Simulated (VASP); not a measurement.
# TiO2 (P4_2/mnm) in VASP: further runs

Runs on TiO2. Level: r2SCAN. Tasks: single point.

All numbers are computed with VASP 6.6.1; they aren't measurements. Logs are shortened: lines on timing, memory, paths and dates and some standing lists are left out, and cuts for length are marked.

## (1) The cell of the first run

The structure is tetragonal, space group P4_2/mnm (No. 136). Conventional cell: a = 4.597 Å, b = 4.597 Å, c = 2.954 Å, α = 90.00°, β = 90.00°, γ = 90.00°. Ti (site symmetry mmm) has 6 O at 1.95 to 1.98 Å within 2.6 Å. Within 2.6 Å of O (site symmetry m2m) lie 3 Ti at 1.95 to 1.98 Å and 1 O at 2.54 Å.

## (2) Single point, r2SCAN

Contents of POSCAR:

```
TiO2
1.0
   -2.9536497396      3.2504028476      3.2504028476
    2.9536497396     -3.2504028476      3.2504028476
    2.9536497396      3.2504028476     -3.2504028476
Ti O
4 8
Direct
    0.5000000000      0.7500000000      0.7500000000
    0.5000000000      0.2500000000      0.2500000000
    0.0000000000      0.0000000000      0.5000000000
    0.0000000000      0.5000000000      0.0000000000
    0.3046117078      0.3046117078      0.5000000000
    0.1953882922      0.2500000000      0.9453882922
    0.3046117078      0.8046117078      0.0000000000
    0.8046117078      0.2500000000      0.5546117078
    0.1953882922      0.7500000000      0.4453882922
    0.8046117078      0.7500000000      0.0546117078
    0.6953882922      0.1953882922      1.0000000000
    0.6953882922      0.6953882922      0.5000000000
```

Contents of INCAR.step1:

```
SYSTEM = TiO2
  PREC = Accurate
  ENCUT = 520
  ISMEAR = 0
  SIGMA = 0.02
  LREAL = .FALSE.
  LASPH = .TRUE.
  NELM = 100
  NBANDS = 60
  GGA = PE
  ALGO = Normal
  EDIFF = 1E-4
  LWAVE = .TRUE.
  LCHARG = .FALSE.
```

Contents of INCAR.step2:

```
SYSTEM = TiO2
  PREC = Accurate
  ENCUT = 520
  EDIFF = 1E-6
  ISMEAR = 0
  SIGMA = 0.02
  LREAL = .FALSE.
  LASPH = .TRUE.
  NELM = 100
  ALGO = Normal
  ISIF = 2
  LWAVE = .FALSE.
  LCHARG = .TRUE.
  METAGGA = R2SCAN
  LMIXTAU = .TRUE.
  LELF = .TRUE.
  LVHAR = .TRUE.
  NBANDS = 60
  ISTART = 1
```

Contents of KPOINTS:

```
regular mesh
0
G
  6 6 6
  0 0 0
```

Potentials or basis: VASP PAW PBE potentials, release 64 (Ti_sv, O).

Run with:

```
> cat potpaw_PBE.64/Ti_sv/POTCAR potpaw_PBE.64/O/POTCAR > POTCAR
> cp INCAR.step1 INCAR
> mpirun -np 1 vasp_std > vasp.out
> cp INCAR.step2 INCAR
> mpirun -np 1 vasp_std > vasp.out
```

OUTCAR:

```text
SYSTEM = TiO2
   PREC = Accurate
   ENCUT = 520
   EDIFF = 1E-6
   ISMEAR = 0
   LREAL = .FALSE.
   LASPH = .TRUE.
   NELM = 100
   ISIF = 2
   METAGGA = R2SCAN
   ISTART = 1

 ion  position               nearest neighbor table
   1  0.500  0.750  0.750-   5 1.95  11 1.95   7 1.95  12 1.95   9 1.98  10 1.98
   2  0.500  0.250  0.250-   7 1.95  12 1.95  11 1.95   5 1.95   6 1.98   8 1.98
   3  0.000  0.000  0.500-   6 1.95   8 1.95   9 1.95  10 1.95   5 1.98  12 1.98
   4  0.000  0.500  0.000-   6 1.95   8 1.95   9 1.95  10 1.95   7 1.98  11 1.98
   5  0.305  0.305  0.500-   1 1.95   2 1.95   3 1.98
   6  0.195  0.250  0.945-   3 1.95   4 1.95   2 1.98
   7  0.305  0.805  0.000-   2 1.95   1 1.95   4 1.98
   8  0.805  0.250  0.555-   3 1.95   4 1.95   2 1.98
   9  0.195  0.750  0.445-   3 1.95   4 1.95   1 1.98
  10  0.805  0.750  0.055-   3 1.95   4 1.95   1 1.98
  11  0.695  0.195  0.000-   1 1.95   2 1.95   4 1.98
  12  0.695  0.695  0.500-   2 1.95   1 1.95   3 1.98

  LATTYP: Found a body centered tetragonal cell.
 ALAT       =     6.5008056952
 C/A-ratio  =     0.9087026680

  Lattice vectors:

 A1 = (  -2.9536497396,   3.2504028476,  -3.2504028476)
 A2 = (  -2.9536497396,  -3.2504028476,   3.2504028476)
 A3 = (   2.9536497396,   3.2504028476,   3.2504028476)

Analysis of symmetry for initial positions (statically):
=====================================================================
 Subroutine PRICEL returns following result:

  LATTYP: Found a simple tetragonal cell.
 ALAT       =     4.5967637903
 C/A-ratio  =     0.6425498186

  Lattice vectors:

 A1 = (   0.0000000000,  -3.2504028476,  -3.2504028476)
 A2 = (   0.0000000000,   3.2504028476,  -3.2504028476)
 A3 = (   2.9536497396,   0.0000000000,   0.0000000000)

   2 primitive cells build up your supercell.

 Routine SETGRP: Setting up the symmetry group for a
 body centered tetragonal supercell.

 Subroutine GETGRP returns: Found 16 space group operations
 (whereof  4 operations were pure point group operations)
 out of a pool of 16 trial point group operations.

The static configuration has the point symmetry C_2h.
 The point group associated with its full space group is D_4h.

Analysis of symmetry for dynamics (positions and initial velocities):
=====================================================================
 Subroutine PRICEL returns following result:

  LATTYP: Found a simple tetragonal cell.
 ALAT       =     4.5967637903
 C/A-ratio  =     0.6425498186

  Lattice vectors:

 A1 = (   0.0000000000,  -3.2504028476,  -3.2504028476)
 A2 = (   0.0000000000,   3.2504028476,  -3.2504028476)
 A3 = (   2.9536497396,   0.0000000000,   0.0000000000)

   2 primitive cells build up your supercell.

 Routine SETGRP: Setting up the symmetry group for a
 body centered tetragonal supercell.

 Subroutine GETGRP returns: Found 16 space group operations
 (whereof  4 operations were pure point group operations)
 out of a pool of 16 trial point group operations.

The dynamic configuration has the point symmetry C_2h.
 The point group associated with its full space group is D_4h.

 Subroutine INISYM returns: Found 16 space group operations
 (whereof  4 operations are pure point group operations),
 and found     2 'primitive' translations

----------------------------------------------------------------------------------------

                                     Primitive cell

  volume of cell :      62.4113

  direct lattice vectors                    reciprocal lattice vectors
     0.000000000 -3.250402848 -3.250402848     0.000000000 -0.153827087 -0.153827087
     0.000000000  3.250402848 -3.250402848     0.000000000  0.153827087 -0.153827087
     2.953649740  0.000000000  0.000000000     0.338564179  0.000000000  0.000000000

  length of vectors
     4.596763790  4.596763790  2.953649740     0.217544352  0.217544352  0.338564179

  position of ions in fractional coordinates (direct lattice)
     0.500000000  0.000000000  0.000000000
     0.000000000  0.500000000  0.500000000
     0.695388292  0.195388292  0.500000000
     0.804611708  0.695388292  0.000000000
     0.195388292  0.304611708  0.000000000
     0.304611708  0.804611708  0.500000000

  ion indices of the primitive-cell ions
   primitive index   ion index
                 1           1
                 2           3
                 3           7
                 4           9
                 5          10
                 6          12

----------------------------------------------------------------------------------------

 KPOINTS: regular mesh

Automatic generation of k-mesh.
 Grid dimensions read from file:
 generate k-points for:    6    6    6

 Generating k-lattice:

  Cartesian coordinates                     Fractional coordinates (reciprocal lattice)
     0.000000000  0.025637848  0.025637848     0.166666667  0.000000000  0.000000000
     0.028213682  0.000000000  0.025637848     0.000000000  0.166666667  0.000000000
     0.028213682  0.025637848  0.000000000     0.000000000  0.000000000  0.166666667

  Length of vectors
     0.036257392  0.038122317  0.038122317

  Shift w.r.t. Gamma in fractional coordinates (k-lattice)
     0.000000000  0.000000000  0.000000000

 Subroutine IBZKPT returns following result:
 ===========================================

 Found     30 irreducible k-points:

 Following reciprocal coordinates:
            Coordinates               Weight
  0.000000  0.000000  0.000000      1.000000
  0.166667  0.000000  0.000000      4.000000
  0.333333  0.000000  0.000000      4.000000
  0.500000  0.000000  0.000000      2.000000
  0.000000  0.166667 -0.000000      8.000000
  0.166667  0.166667  0.000000     16.000000
[... 16 lines left out ...]
  0.166667 -0.166667  0.166667      4.000000
  0.333333 -0.166667  0.166667      8.000000
 [... further k-points ...]
   k-points           NKPTS =     30   k-points in BZ     NKDIM =     30   number of bands    NBANDS=     60
   number of dos      NEDOS =    301   number of ions     NIONS =     12
   total plane-waves  NPLWV =  74088
   dimension x,y,z NGX =    42 NGY =   42 NGZ =   42
   dimension x,y,z NGXF=    84 NGYF=   84 NGZF=   84
   ions per type =               4   8
   NGX,Y,Z   is equivalent  to a cutoff of  12.78, 12.78, 12.78 a.u.
   NGXF,Y,Z  is equivalent  to a cutoff of  25.56, 25.56, 25.56 a.u.
 SYSTEM =  TiO2
   PREC   = accura    normal or accurate (medium, high low for compatibility)
   ISTART =      1    job   : 0-new  1-cont  2-samecut
   ICHARG =      0    charge: 1-file 2-atom 10-const
   ISPIN  =      1    spin polarized calculation?
   LNONCOLLINEAR =      F non collinear calculations
   LSORBIT =      F    spin-orbit coupling
   LASPH  =      T    aspherical Exc in radial PAW
   ENCUT  =  520.0 eV  38.22 Ry    6.18 a.u.  10.16 10.16 10.16*2*pi/ulx,y,z
   NELM   =    100;   NELMIN=  2; NELMDL=  0     # of ELM steps
   EDIFF  = 0.1E-05   stopping-criterion for ELM
   LREAL  =      F    real-space projection
   EDIFFG = 0.1E-04   stopping-criterion for IOM
   NSW    =      0    number of steps for IOM
   IBRION =     -1    ionic relax: 0-MD 1-quasi-New 2-CG
   NFREE  =      0    steps in history (QN), initial steepest desc. (CG)
   ISIF   =      2    stress and relaxation
   ISYM   =      2    0-nonsym 1-usesym 2-fastsym
   POTIM  = 0.5000    time-step for ionic-motion
   TEBEG  =    0.0;   TEEND  =   0.0 temperature during run
   PSTRESS=    0.0 pullay stress
   NELECT =      96.0000    total number of electrons
   NUPDOWN=      -1.0000    fix difference up-down
   EMIN   =  10.00;   EMAX   =-10.00  energy-range for DOS
   EFERMI =   0.00;   METHOD = LEGACY
   ISMEAR =     0;   SIGMA  =   0.02  broadening in eV -4-tet -1-fermi 0-gaus
   EFERMI_NEDOS =   21; number of points for ismear=-14 and -15
   IALGO  =     38    algorithm
   IMIX   =      4    mixing-type and parameters
     AMIX     =   0.40;   BMIX     =  1.00
     AMIX_MAG =   1.60;   BMIX_MAG =  1.00
  volume/ion in A,a.u.               =      10.40        70.20
  Fermi-wavevector in a.u.,A,eV,Ry     =   1.499918  2.834434 30.609753  2.249753
  Thomas-Fermi vector in A             =   2.611486
   LORBIT       =      0    0 simple, 1 ext, 2 COOP (PROOUT), +10 PAW based schemes
   METAGGA = R2SCAN    functional components
   LHFCALC =     F    Hartree Fock is set to
   AEXX    =    0.0000 exact exchange contribution
   IVDW    =     0    specifies the selected vdW correction
   LEPSILON=     F    determine dielectric tensor
   LRPA    =     F    only Hartree local field effects (RPA)
 non-spin polarized calculation
 Gauss-broadening in eV      SIGMA  =   0.02
  energy-cutoff  :      520.00
  volume of cell :      124.82
 maximum number of plane-waves:      3382
 NGX is ok and might be reduce to    42
   NGX = 21   NGY = 21   NGZ = 21

 number of electron      95.9999975 magnetization

 Free energy of the ion-electron system (eV)
  ---------------------------------------------------
  ext. energy  EPLUGINS =         0.00000000
  ---------------------------------------------------
  free energy    TOTEN  =      -139.58840930 eV

  energy without entropy =     -139.58840930  energy(sigma->0) =     -139.58840930

 E-fermi :   4.6730     XC(G=0): -12.1569

 val. band max:        4.5442389217   @ k =   0.0000   0.0000   0.0000
 cond. band min:       6.7725420646   @ k =   0.0000   0.0000   0.0000
 fundamental gap:      2.2283031429
 Fermi energy:         4.6729655069

 k-point     1 :       0.0000    0.0000    0.0000
  band No.  band energies     occupation
      1     -54.5985      2.00000
      2     -54.5806      2.00000
      3     -54.5480      2.00000
      4     -54.5480      2.00000
      5     -30.0975      2.00000
      6     -30.0975      2.00000
[... 52 lines left out ...]
     59       8.1836      0.00000
     60       9.2346      0.00000

 k-point     2 :       0.1667    0.0000    0.0000
  band No.  band energies     occupation
      1     -54.5973      2.00000
      2     -54.5818      2.00000
      3     -54.5481      2.00000
      4     -54.5481      2.00000
      5     -30.1010      2.00000
      6     -30.1010      2.00000
[... 52 lines left out ...]
     59       8.3977      0.00000
     60       9.3616      0.00000

 k-point     3 :       0.3333    0.0000    0.0000
  band No.  band energies     occupation
      1     -54.5940      2.00000
      2     -54.5851      2.00000
      3     -54.5481      2.00000
      4     -54.5481      2.00000
      5     -30.1077      2.00000
      6     -30.1077      2.00000
[... 1312 lines left out ...]
     59       8.7505      0.00000
     60       9.2751      0.00000

 k-point    24 :       0.3333   -0.1667    0.1667
  band No.  band energies     occupation
      1     -54.5934      2.00000
      2     -54.5857      2.00000
      3     -54.5481      2.00000
      4     -54.5481      2.00000
      5     -30.1101      2.00000
      6     -30.1022      2.00000
[... 52 lines left out ...]
     59       8.9033      0.00000
     60       8.9845      0.00000

 [... further k-points ...]

------------------------ aborting loop because EDIFF is reached ----------------------------------------

  FORCE on cell =-STRESS in cart. coord.  units (eV):
  Direction    XX          YY          ZZ          XY          YZ          ZX
  --------------------------------------------------------------------------------------
  -------------------------------------------------------------------------------------
  Total        1.3459483      0.7822344      0.7822344      0.0000000     -0.0000000     -0.0000000
  in kB       17.2760954     10.0404725     10.0404725      0.0000000     -0.0000000     -0.0000000
  external PRESSURE =      12.4523468 kB  Pullay stress =       0.0000000 kB

 VOLUME and BASIS-vectors are now :
 -----------------------------------------------------------------------------
  energy-cutoff  :      520.00
  volume of cell :      124.82
      direct lattice vectors                 reciprocal lattice vectors
    -2.953649740  3.250402848  3.250402848     0.000000000  0.153827087  0.153827087
     2.953649740 -3.250402848  3.250402848     0.169282090  0.000000000  0.153827087
     2.953649740  3.250402848 -3.250402848     0.169282090  0.153827087  0.000000000

 POSITION                                       TOTAL-FORCE (eV/Angst)
 -----------------------------------------------------------------------------------
      2.95365      1.62520      1.62520        -0.000000     -0.000000      0.000000
      0.00000      1.62520      1.62520        -0.000000     -0.000000      0.000000
      1.47682      1.62520     -1.62520        -0.000000     -0.000000      0.000000
      1.47682     -1.62520      1.62520        -0.000000     -0.000000      0.000000
      1.47682      1.62520      0.35502         0.000000     -0.000000     -0.028883
      2.95365      2.89538     -1.62520        -0.000000      0.028883      0.000000
      1.47682     -1.62520      3.60542         0.000000     -0.000000     -0.028883
     -0.00000      3.60542      1.62520         0.000000     -0.028883      0.000000
      2.95365     -0.35502      1.62520        -0.000000      0.028883      0.000000
     -0.00000      0.35502      4.87560         0.000000     -0.028883      0.000000
     -1.47682      1.62520      2.89538        -0.000000     -0.000000      0.028883
      1.47682      1.62520      2.89538        -0.000000     -0.000000      0.028883
 -----------------------------------------------------------------------------------
    total drift:                               -0.000000     -0.000000      0.000000

  FREE ENERGIE OF THE ION-ELECTRON SYSTEM (eV)
  ---------------------------------------------------
  free  energy   TOTEN  =      -139.5884093050 eV

  energy  without entropy=     -139.5884093050  energy(sigma->0) =     -139.58840930
```

Wall time 37 min (1 thread of Intel Xeon 8259CL, shared host); peak memory 0.38 GiB.

Results:

```yaml
Free_energy: -139.5884 eV
Pressure: 1.2 GPa
Largest_force: 0.029 eV/Å
Band_gap_on_the_k_mesh: 2.23 eV
```

Forces on the atoms (eV/Å):
```
Ti   0.000  0.000  0.000
Ti   0.000  0.000  0.000
Ti   0.000  0.000  0.000
Ti   0.000  0.000  0.000
O    0.000  0.000 -0.029
O    0.000  0.029  0.000
O    0.000  0.000 -0.029
O    0.000 -0.029  0.000
O    0.000  0.029  0.000
O    0.000 -0.029  0.000
O    0.000  0.000  0.029
O    0.000  0.000  0.029
```

Caveat: the PAW data sets were made with another functional, which shifts forces and pressure a little.

(Part 1 of 2 ends here.)
